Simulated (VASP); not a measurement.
Write the native input for VASP 6.6.1 that does the following.

| Property | Result |
| --- | --- |
| Task | single point |
| Functional | PBEsol |
| Potentials or basis | VASP PAW PBE potentials, release 64 (Zn) |
| Cutoff | 520 eV |
| k mesh | 14 × 14 × 14 |
| Occupations | fermi-dirac, width 0.1 eV |
| Spin | no spin polarisation |
| Dipole correction | no |
| Further INCAR settings | ALGO = Normal; EDIFF = 1e-07; NBANDS = 12 |

The structure of Zn lies in POSCAR:

```
Zn
1.0
    2.4933010808      0.0000000000      0.0000000000
    0.0000000000      2.4933010808      0.0000000000
    0.0000000000      0.0000000000      2.4933010808
Zn
1
Direct
    0.0000000000      0.0000000000      0.0000000000
```

This cell differs from its parent crystal: volume scaled by 0.92.

These files were run (other wordings do the same):

INCAR

```
PREC = Accurate
ENCUT = 520
EDIFF = 1E-7
ISMEAR = -1
SIGMA = 0.1
LREAL = False
LASPH = True
NELM = 80
ALGO = Normal
ISIF = 2
LWAVE = False
LCHARG = False
GGA = PS
NBANDS = 12
```

KPOINTS

```
Automatic mesh
0
Gamma
  14 14 14
```

Potentials or basis: VASP PAW PBE potentials, release 64 (Zn).

The run is started by

```sh
$ cat potpaw_PBE.64/Zn/POTCAR > POTCAR
$ mpirun -np 1 vasp_std > vasp.out
```

It gave:

```json
{
 "Pressure": "7.0 GPa",
 "Band gap on the k mesh": "zero (band 6 reaches 8.75 eV, above the bottom of band 7 at -0.16 eV)"
}
```

Caveat: the PAW data sets were made with another functional, which shifts forces and pressure a little.

It took 28 s on 1 thread of AMD EPYC 7R13, on a shared host, peak memory 0.14 GiB.
